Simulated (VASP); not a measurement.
Set up this calculation in VASP 6.6.1, as the native input.

| Quantity | Value |
| --- | --- |
| Task | single point |
| Functional | r2SCAN |
| Potentials or basis | VASP PAW PBE potentials, release 64 (Li_sv, Y_sv) |
| Cutoff | 520 eV |
| k mesh | 5 × 5 × 5 |
| Occupations | fermi-dirac, width 0.1 eV |
| Spin | no spin polarisation |
| Dipole correction | no |
| Further INCAR settings | ALGO = Normal; EDIFF = 1e-07; NBANDS = 26 |

LiY3:

```
Li Y
1.0
     0.00000    3.91281    3.91281
     3.91281    0.00000    3.91281
     3.91281    3.91281    0.00000
Li Y
1 3
Cartesian
  0.0000 0.0000 0.0000
  1.9564 1.9564 1.9564
  5.8692 5.8692 5.8692
  3.9128 3.9128 3.9128
```

These files were run (other wordings do the same):

POSCAR

```
LiY3
1.0
    0.0000000000      3.9128084141      3.9128084141
    3.9128084141      0.0000000000      3.9128084141
    3.9128084141      3.9128084141      0.0000000000
Li Y
1 3
Direct
    0.0000000000      0.0000000000      0.0000000000
    0.2500000000      0.2500000000      0.2500000000
    0.7500000000      0.7500000000      0.7500000000
    0.5000000000      0.5000000000      0.5000000000
```

INCAR.step1

```
PREC     = Accurate       # precision mode
ENCUT    = 520            # plane-wave cutoff, eV
ISMEAR   = -1             # smearing method
SIGMA    = 0.1            # smearing width, eV
LREAL    = F              # projectors in reciprocal space
LASPH    = T              # aspherical terms in the spheres
NELM     = 60             # most SCF steps
NBANDS   = 26             # bands
GGA      = PE             # functional
ALGO     = Normal         # electronic algorithm
EDIFF    = 1E-4           # SCF threshold, eV
LWAVE    = T              # write WAVECAR
LCHARG   = F              # write CHGCAR
```

INCAR.step2

```
PREC     = Accurate       # precision mode
ENCUT    = 520            # plane-wave cutoff, eV
EDIFF    = 1E-7           # SCF threshold, eV
ISMEAR   = -1             # smearing method
SIGMA    = 0.1            # smearing width, eV
LREAL    = F              # projectors in reciprocal space
LASPH    = T              # aspherical terms in the spheres
NELM     = 60             # most SCF steps
ALGO     = Normal         # electronic algorithm
ISIF     = 2              # what is computed and relaxed
LWAVE    = F              # write WAVECAR
LCHARG   = F              # write CHGCAR
METAGGA  = R2SCAN         # meta-GGA
LMIXTAU  = T            
NBANDS   = 26             # bands
ISTART   = 1
```

KPOINTS

```
Automatic mesh
0
Gamma
  5 5 5
```

Potentials or basis: VASP PAW PBE potentials, release 64 (Li_sv, Y_sv).

The run is started by

```sh
$ cat potpaw_PBE.64/Li_sv/POTCAR potpaw_PBE.64/Y_sv/POTCAR > POTCAR
$ cp INCAR.step1 INCAR
$ mpirun -np 1 vasp_std > vasp.out
$ cp INCAR.step2 INCAR
$ mpirun -np 1 vasp_std > vasp.out
```

Results of the run:

| Item | Value |
| --- | --- |
| Band gap on the k mesh | zero (band 18 reaches 2.81 eV, above the bottom of band 19 at 2.23 eV) |

Run time: 4.5 min on 1 thread of AMD EPYC 7R43 64-Core Processor (Zen 3), on a shared host, peak memory 0.26 GiB.
